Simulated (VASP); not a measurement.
# I (Cmce) in VASP: notebook

Runs on I. Level: r2SCAN. Tasks: single point.

All numbers are computed with VASP 6.6.1; they aren't measurements. Logs are shortened: lines on timing, memory, paths and dates and some standing lists are left out, and cuts for length are marked.

## 1. The cell of the first run

It takes space group Cmce (No. 64, orthorhombic). The conventional cell has a = 7.670 Å, b = 4.546 Å, c = 9.899 Å, α = 90.00°, β = 90.00°, γ = 90.00°. I (site symmetry m) has 3 I at 2.78 to 3.43 Å within 3.7 Å.

## 2. Single point, r2SCAN (43.14 Å³/atom)

POSCAR reads:

```
I
1.0
    3.8348525115     -2.2728711698      0.0000000000
    3.8348525115      2.2728711698      0.0000000000
    0.0000000000      0.0000000000      9.8992438099
I
4
Direct
    0.8439987995      0.1560012005      0.1205474147
    0.1560012005      0.8439987995      0.8794525853
    0.3439987995      0.6560012005      0.3794525853
    0.6560012005      0.3439987995      0.6205474147
```

INCAR.step1 reads:

```
  PREC = Accurate
  ENCUT = 520
  ISMEAR = 0
  SIGMA = 0.05
  LREAL = F
  LASPH = T
  NELM = 80
  NBANDS = 22
  GGA = PE
  ALGO = Normal
  EDIFF = 1E-4
  LWAVE = T
  LCHARG = F
```

INCAR.step2 reads:

```
  PREC = Accurate
  ENCUT = 520
  EDIFF = 1E-6
  ISMEAR = 0
  SIGMA = 0.05
  LREAL = F
  LASPH = T
  NELM = 80
  ALGO = Normal
  ISIF = 2
  LWAVE = F
  LCHARG = T
  METAGGA = R2SCAN
  LMIXTAU = T
  LELF = T
  LVHAR = T
  NBANDS = 22
  ISTART = 1
```

KPOINTS reads:

```
Automatic mesh
0
Gamma
  6 6 4
```

Potentials or basis: VASP PAW PBE potentials, release 64 (I).

Command:

```sh
$ cat potpaw_PBE.64/I/POTCAR > POTCAR
$ cp INCAR.step1 INCAR
$ mpirun -np 1 vasp_std > vasp.out
$ cp INCAR.step2 INCAR
$ mpirun -np 1 vasp_std > vasp.out
```

OUTCAR:

```text
PREC = Accurate
   ENCUT = 520
   EDIFF = 1E-6
   ISMEAR = 0
   LREAL = F
   LASPH = T
   NELM = 80
   ISIF = 2
   METAGGA = R2SCAN
   ISTART = 1

 ion  position               nearest neighbor table
   1  0.844  0.156  0.121-   2 2.78   3 3.43   3 3.43
   2  0.156  0.844  0.879-   1 2.78   4 3.43   4 3.43
   3  0.344  0.656  0.379-   4 2.78   1 3.43   1 3.43
   4  0.656  0.344  0.621-   3 2.78   2 3.43   2 3.43

  LATTYP: Found a base centered orthorhombic cell.
 ALAT       =     4.5457423396
 B/A-ratio  =     1.6872282787
 C/A-ratio  =     2.1776957580

  Lattice vectors:

 A1 = (  -3.8348525115,  -2.2728711698,   0.0000000000)
 A2 = (   3.8348525115,  -2.2728711698,   0.0000000000)
 A3 = (   0.0000000000,   0.0000000000,   9.8992438099)

Analysis of symmetry for initial positions (statically):
=====================================================================
 Subroutine PRICEL returns:
 Original cell was already a primitive cell.

 Routine SETGRP: Setting up the symmetry group for a
 base centered orthorhombic supercell.

 Subroutine GETGRP returns: Found  8 space group operations
 (whereof  4 operations were pure point group operations)
 out of a pool of  8 trial point group operations.

The static configuration has the point symmetry C_2h.
 The point group associated with its full space group is D_2h.

Analysis of symmetry for dynamics (positions and initial velocities):
=====================================================================
 Subroutine PRICEL returns:
 Original cell was already a primitive cell.

 Routine SETGRP: Setting up the symmetry group for a
 base centered orthorhombic supercell.

 Subroutine GETGRP returns: Found  8 space group operations
 (whereof  4 operations were pure point group operations)
 out of a pool of  8 trial point group operations.

The dynamic configuration has the point symmetry C_2h.
 The point group associated with its full space group is D_2h.

 Subroutine INISYM returns: Found  8 space group operations
 (whereof  4 operations are pure point group operations),
 and found     1 'primitive' translations

----------------------------------------------------------------------------------------

                                     Primitive cell

  volume of cell :     172.5661

  direct lattice vectors                    reciprocal lattice vectors
     3.834852511 -2.272871170  0.000000000     0.130383111 -0.219986072  0.000000000
     3.834852511  2.272871170  0.000000000     0.130383111  0.219986072  0.000000000
     0.000000000  0.000000000  9.899243810     0.000000000  0.000000000  0.101017817

  length of vectors
     4.457806315  4.457806315  9.899243810     0.255721777  0.255721777  0.101017817

  position of ions in fractional coordinates (direct lattice)
     0.843998799  0.156001201  0.120547415
     0.156001201  0.843998799  0.879452585
     0.343998799  0.656001201  0.379452585
     0.656001201  0.343998799  0.620547415

  ion indices of the primitive-cell ions
   primitive index   ion index
                 1           1
                 2           2
                 3           3
                 4           4

----------------------------------------------------------------------------------------

 KPOINTS: Automatic mesh

Automatic generation of k-mesh.
 Grid dimensions read from file:
 generate k-points for:    6    6    4

 Generating k-lattice:

  Cartesian coordinates                     Fractional coordinates (reciprocal lattice)
     0.021730518 -0.036664345  0.000000000     0.166666667 -0.000000000  0.000000000
     0.021730518  0.036664345  0.000000000    -0.000000000  0.166666667  0.000000000
     0.000000000  0.000000000  0.025254454     0.000000000  0.000000000  0.250000000

  Length of vectors
     0.042620296  0.042620296  0.025254454

  Shift w.r.t. Gamma in fractional coordinates (k-lattice)
     0.000000000  0.000000000  0.000000000

 Subroutine IBZKPT returns following result:
 ===========================================

 Found     39 irreducible k-points:

 Following reciprocal coordinates:
            Coordinates               Weight
  0.000000  0.000000  0.000000      1.000000
  0.166667  0.000000  0.000000      4.000000
  0.333333  0.000000  0.000000      4.000000
  0.500000  0.000000  0.000000      2.000000
  0.166667  0.166667  0.000000      2.000000
  0.333333  0.166667  0.000000      4.000000
[... 16 lines left out ...]
  0.333333  0.333333  0.250000      4.000000
  0.500000  0.333333  0.250000      8.000000
 [... further k-points ...]
   k-points           NKPTS =     39   k-points in BZ     NKDIM =     39   number of bands    NBANDS=     22
   number of dos      NEDOS =    301   number of ions     NIONS =      4
   total plane-waves  NPLWV = 103680
   dimension x,y,z NGX =    36 NGY =   36 NGZ =   80
   dimension x,y,z NGXF=    72 NGYF=   72 NGZF=  160
   ions per type =               4
   NGX,Y,Z   is equivalent  to a cutoff of  13.43, 13.43, 13.44 a.u.
   NGXF,Y,Z  is equivalent  to a cutoff of  26.85, 26.85, 26.87 a.u.
 SYSTEM =  unknown system
   PREC   = accura    normal or accurate (medium, high low for compatibility)
   ISTART =      1    job   : 0-new  1-cont  2-samecut
   ICHARG =      0    charge: 1-file 2-atom 10-const
   ISPIN  =      1    spin polarized calculation?
   LNONCOLLINEAR =      F non collinear calculations
   LSORBIT =      F    spin-orbit coupling
   LASPH  =      T    aspherical Exc in radial PAW
   ENCUT  =  520.0 eV  38.22 Ry    6.18 a.u.   8.29  8.29 18.41*2*pi/ulx,y,z
   NELM   =     80;   NELMIN=  2; NELMDL=  0     # of ELM steps
   EDIFF  = 0.1E-05   stopping-criterion for ELM
   LREAL  =      F    real-space projection
   EDIFFG = 0.1E-04   stopping-criterion for IOM
   NSW    =      0    number of steps for IOM
   IBRION =     -1    ionic relax: 0-MD 1-quasi-New 2-CG
   NFREE  =      0    steps in history (QN), initial steepest desc. (CG)
   ISIF   =      2    stress and relaxation
   ISYM   =      2    0-nonsym 1-usesym 2-fastsym
   POTIM  = 0.5000    time-step for ionic-motion
   TEBEG  =    0.0;   TEEND  =   0.0 temperature during run
   PSTRESS=    0.0 pullay stress
   NELECT =      28.0000    total number of electrons
   NUPDOWN=      -1.0000    fix difference up-down
   EMIN   =  10.00;   EMAX   =-10.00  energy-range for DOS
   EFERMI =   0.00;   METHOD = LEGACY
   ISMEAR =     0;   SIGMA  =   0.05  broadening in eV -4-tet -1-fermi 0-gaus
   EFERMI_NEDOS =   21; number of points for ismear=-14 and -15
   IALGO  =     38    algorithm
   IMIX   =      4    mixing-type and parameters
     AMIX     =   0.40;   BMIX     =  1.00
     AMIX_MAG =   1.60;   BMIX_MAG =  1.00
  volume/ion in A,a.u.               =      43.14       291.13
  Fermi-wavevector in a.u.,A,eV,Ry     =   0.892913  1.687360 10.847831  0.797293
  Thomas-Fermi vector in A             =   2.014923
   LORBIT       =      0    0 simple, 1 ext, 2 COOP (PROOUT), +10 PAW based schemes
   METAGGA = R2SCAN    functional components
   LHFCALC =     F    Hartree Fock is set to
   AEXX    =    0.0000 exact exchange contribution
   IVDW    =     0    specifies the selected vdW correction
   LEPSILON=     F    determine dielectric tensor
   LRPA    =     F    only Hartree local field effects (RPA)
 non-spin polarized calculation
 Gauss-broadening in eV      SIGMA  =   0.05
  energy-cutoff  :      520.00
  volume of cell :      172.57
 maximum number of plane-waves:      4676
 NGX is ok and might be reduce to    36
   NGX = 17   NGY = 17   NGZ = 37

 number of electron      27.9999999 magnetization

 Free energy of the ion-electron system (eV)
  ---------------------------------------------------
  ext. energy  EPLUGINS =         0.00000000
  ---------------------------------------------------
  free energy    TOTEN  =       -98.22278713 eV

  energy without entropy =      -98.22278713  energy(sigma->0) =      -98.22278713

 E-fermi :   2.4753     XC(G=0):  -8.3444

 val. band max:        2.2097150493   @ k =   0.0000   0.0000   0.0000
 cond. band min:       3.3392823234   @ k =   0.5000   0.5000   0.0000
 fundamental gap:      1.1295672742
 Fermi energy:         2.4753477267

 k-point     1 :       0.0000    0.0000    0.0000
  band No.  band energies     occupation
      1     -11.7587      2.00000
      2     -11.0932      2.00000
      3      -9.9892      2.00000
      4      -8.7288      2.00000
      5      -2.5416      2.00000
      6      -0.8897      2.00000
[... 14 lines left out ...]
     21      10.0931      0.00000
     22      10.6564      0.00000

 k-point     2 :       0.1667    0.0000    0.0000
  band No.  band energies     occupation
      1     -11.6539      2.00000
      2     -11.0595      2.00000
      3      -9.9049      2.00000
      4      -8.8222      2.00000
      5      -2.5084      2.00000
      6      -1.2283      2.00000
[... 14 lines left out ...]
     21       9.8150      0.00000
     22      10.2104      0.00000

 k-point     3 :       0.3333    0.0000    0.0000
  band No.  band energies     occupation
      1     -11.3917      2.00000
      2     -11.0239      2.00000
      3      -9.6851      2.00000
      4      -9.0751      2.00000
      5      -2.5400      2.00000
      6      -2.0226      2.00000
[... 14 lines left out ...]
     21      10.1897      0.00000
     22      11.2924      0.00000
[... 476 lines left out ...]
 k-point    23 :       0.3333    0.3333    0.2500
  band No.  band energies     occupation
      1     -11.5104      2.00000
      2     -11.0963      2.00000
      3      -9.6109      2.00000
      4      -8.8273      2.00000
      5      -2.1964      2.00000
      6      -1.3035      2.00000
[... 14 lines left out ...]
     21      10.0502      0.00000
     22      10.6555      0.00000

 k-point    24 :       0.5000    0.3333    0.2500
  band No.  band energies     occupation
      1     -11.3962      2.00000
      2     -11.0371      2.00000
      3      -9.5561      2.00000
      4      -8.9111      2.00000
      5      -2.2365      2.00000
      6      -1.5930      2.00000
[... 14 lines left out ...]
     21      10.4492      0.00000
     22      10.8252      0.00000

 [... further k-points ...]

------------------------ aborting loop because EDIFF is reached ----------------------------------------

  FORCE on cell =-STRESS in cart. coord.  units (eV):
  Direction    XX          YY          ZZ          XY          YZ          ZX
  --------------------------------------------------------------------------------------
  -------------------------------------------------------------------------------------
  Total        0.1664548      0.2689775      0.0790237      0.0000000     -0.0000000      0.0000000
  in kB        1.5454375      2.4973014      0.7336895      0.0000000     -0.0000000      0.0000000
  external PRESSURE =       1.5921428 kB  Pullay stress =       0.0000000 kB

 VOLUME and BASIS-vectors are now :
 -----------------------------------------------------------------------------
  energy-cutoff  :      520.00
  volume of cell :      172.57
      direct lattice vectors                 reciprocal lattice vectors
     3.834852511 -2.272871170  0.000000000     0.130383111 -0.219986072  0.000000000
     3.834852511  2.272871170  0.000000000     0.130383111  0.219986072  0.000000000
     0.000000000  0.000000000  9.899243810     0.000000000  0.000000000  0.101017817

 POSITION                                       TOTAL-FORCE (eV/Angst)
 -----------------------------------------------------------------------------------
      3.83485     -1.56373      1.19333         0.000000     -0.005812     -0.025156
      3.83485      1.56373      8.70592         0.000000      0.005812      0.025156
      3.83485      0.70914      3.75629         0.000000     -0.005812      0.025156
      3.83485     -0.70914      6.14295         0.000000      0.005812     -0.025156
 -----------------------------------------------------------------------------------
    total drift:                                0.000000      0.000000      0.000000

  FREE ENERGIE OF THE ION-ELECTRON SYSTEM (eV)
  ---------------------------------------------------
  free  energy   TOTEN  =       -98.2227871274 eV

  energy  without entropy=      -98.2227871274  energy(sigma->0) =      -98.22278713
```

Wall time 7.6 min (1 thread of Intel Xeon Platinum 8375C at 2.90GHz (Ice Lake), shared host); peak memory 0.4 GiB.

Results:

| Quantity | Value |
| --- | --- |
| Free energy | -98.2228 eV |
| Pressure | 0.2 GPa |
| Largest force | 0.026 eV/Å |
| Band gap on the k mesh | 1.13 eV (least direct gap 1.22 eV) |

Forces in eV/Å, atoms in the order of the input:
```
I    0.000 -0.006 -0.025
I    0.000  0.006  0.025
I    0.000 -0.006  0.025
I    0.000  0.006 -0.025
```

Stress tensor (GPa, compression positive):
```
0.15 0.00 0.00
0.00 0.25 0.00
0.00 0.00 0.07
```

Levels at points of the mesh, in eV from the valence-band top:
| k point | band 12 | band 13 | band 14 | band 15 | band 16 | band 17 |
| --- | --- | --- | --- | --- | --- | --- |
| (0.00, 0.00, 0.00) | -0.62 | -0.43 | 0.00 | 1.22 | 2.21 | 5.58 |
| (0.50, 0.00, 0.00) | -1.57 | -0.72 | -0.72 | 2.28 | 2.28 | 5.75 |
| (0.50, 0.50, 0.00) | -1.45 | -0.79 | -0.45 | 1.13 | 1.97 | 5.43 |
| (0.00, 0.00, 0.50) | -0.95 | -0.18 | -0.18 | 1.58 | 1.58 | 5.98 |
| (0.50, 0.00, 0.50) | -0.91 | -0.10 | -0.10 | 1.51 | 1.51 | 6.14 |
| (0.50, 0.50, 0.50) | -1.18 | -1.13 | -1.13 | 1.43 | 1.43 | 6.36 |

Caveat: the PAW data sets were made with another functional, which shifts forces and pressure a little; spin-orbit coupling is left out, which moves the levels of the heavy elements.

## 3. Single point, r2SCAN (44.46 Å³/atom)

This run uses another cell than the first one, of 44.46 Å³/atom.

POSCAR reads:

```
I
1.0
    3.8987931607     -2.3004993816      0.0000000000
    3.8987931607      2.3004993816      0.0000000000
    0.0000000000      0.0000000000      9.9144412395
I
4
Direct
    0.8479884596      0.1520115404      0.1203907814
    0.1520115404      0.8479884596      0.8796092186
    0.3479884596      0.6520115404      0.3796092186
    0.6520115404      0.3479884596      0.6203907814
```

INCAR.step1 reads:

```
PREC = Accurate ; ENCUT = 520
ISMEAR = 0 ; SIGMA = 0.05
LREAL = F ; LASPH = T
NELM = 80 ; NBANDS = 22
GGA = PE ; ALGO = Normal
EDIFF = 1E-4 ; LWAVE = T
LCHARG = F
```

INCAR.step2 reads:

```
PREC = Accurate ; ENCUT = 520
EDIFF = 1E-6 ; ISMEAR = 0
SIGMA = 0.05 ; LREAL = F
LASPH = T ; NELM = 80
ALGO = Normal ; ISIF = 2
LWAVE = F ; LCHARG = F
METAGGA = R2SCAN ; LMIXTAU = T
NBANDS = 22 ; ISTART = 1
```

KPOINTS is that of step 2.

Potentials or basis: VASP PAW PBE potentials, release 64 (I).

Command:

```sh
$ cat potpaw_PBE.64/I/POTCAR > POTCAR
$ cp INCAR.step1 INCAR
$ mpirun -np 1 vasp_std > vasp.out
$ cp INCAR.step2 INCAR
$ mpirun -np 1 vasp_std > vasp.out
```

It took 7.6 min on 1 thread of Intel Xeon Platinum 8375C at 2.90GHz (Ice Lake), shared host; peak memory 0.4 GiB.

Results (log left out):

| Quantity | Value |
| --- | --- |
| Free energy | -98.2255 eV |
| Pressure | 0.0 GPa |
| Largest force | 0.028 eV/Å |
| Band gap on the k mesh | 1.18 eV (least direct gap 1.25 eV) |

Forces on the atoms (eV/Å):
```
I    0.000  0.028 -0.004
I    0.000 -0.028  0.004
I    0.000  0.028  0.004
I    0.000 -0.028 -0.004
```

Stress tensor (GPa, compression positive):
```
-0.06  0.00  0.00
 0.00  0.03  0.00
 0.00  0.00  0.04
```

Levels at points of the mesh, in eV from the valence-band top:
```tsv
k point	band 11	band 12	band 13	band 14	band 15	band 16	band 17	band 18
(0.00, 0.00, 0.00)	-1.25	-0.56	-0.43	0.00	1.25	2.22	5.54	5.67
(0.50, 0.00, 0.00)	-1.49	-1.49	-0.68	-0.68	2.30	2.30	5.79	5.79
(0.50, 0.50, 0.00)	-1.74	-1.41	-0.70	-0.39	1.18	2.01	5.54	6.44
(0.00, 0.00, 0.50)	-0.95	-0.95	-0.18	-0.18	1.61	1.61	5.93	5.93
(0.50, 0.00, 0.50)	-0.85	-0.85	-0.10	-0.10	1.58	1.58	6.16	6.16
(0.50, 0.50, 0.50)	-1.14	-1.14	-1.04	-1.04	1.48	1.48	6.46	6.46
```

Caveat: the PAW data sets were made with another functional, which shifts forces and pressure a little; spin-orbit coupling is left out, which moves the levels of the heavy elements.

(Part 1 of 2 ends here.)
